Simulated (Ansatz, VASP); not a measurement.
Two plane-wave programs on Ni

```xyz
1
Lattice="0.0000 1.7331 1.7331 1.7331 0.0000 1.7331 1.7331 1.7331 0.0000" Properties=species:S:1:pos:R:3 pbc="T T T"
Ni    0.0000    0.0000    0.0000
```

Alike in both runs: task single point; functional r2SCAN; k mesh 22 × 22 × 22; occupations fermi-dirac, width 0.1 eV; no spin polarisation.

|  | VASP | Ansatz |
| --- | --- | --- |
| version | VASP 6.6.1 | Ansatz 0.2.0 |
| potentials or method | VASP PAW PBE potentials, release 64 (Ni), cutoff 520 eV | plane waves (500 eV) with PAW, scalar-relativistic |
| valence electrons in the cell | 10 | 18 |

```tsv
	VASP	Ansatz	Ansatz less VASP
pressure (GPa)	0.7	0.1	-0.62
```

VASP's potentials were made for PBE, not for r2SCAN. With one functional, cell and mesh, what is left measures potentials, basis and numerics. VASP's potentials hold 10 valence electrons a cell and Ansatz's 18, so a difference there can come from the potentials and not from the codes.
